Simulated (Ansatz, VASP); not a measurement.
## Two plane-wave programs on Cs3Br4

```
Br Cs
1.0
     4.32261    0.00000    0.00000
     0.00000    4.32261    0.00000
     0.00000    0.00000   27.96782
Br Cs
4 3
Direct
  0.50000 0.50000 0.27619
  0.50000 0.50000 0.42476
  0.50000 0.50000 0.57524
  0.50000 0.50000 0.72381
  0.00000 0.00000 0.34383
  0.00000 0.00000 0.50000
  0.00000 0.00000 0.65617
```

Alike in both runs: functional r2SCAN; k mesh 6 × 6 × 1; occupations gaussian, width 0.05 eV; no spin polarisation.

Ansatz relaxed the structure, and its values are those at the end. VASP's run is a single point on that final structure, the one shown.

```csv
,VASP,Ansatz
version,VASP 6.6.1,Ansatz 0.2.0
potentials or method,"VASP PAW PBE potentials, release 64 (Br, Cs_sv), cutoff 440 eV","scalar-relativistic, plane waves, PAW"
valence electrons in the cell,55,55
```

```csv
,VASP,Ansatz,Ansatz less VASP
gap on the k mesh at the Fermi level (eV),none,none,-
rms of the force components (eV/Å),0.005,0.005,-0.0005
"work function, face that differs most (eV)",8.03,8.03,-0.001
```

VASP's potentials were made for PBE, not for r2SCAN. A gap of «none» marks a metal or a gap that the smearing closes.

Spin-orbit coupling is off throughout.
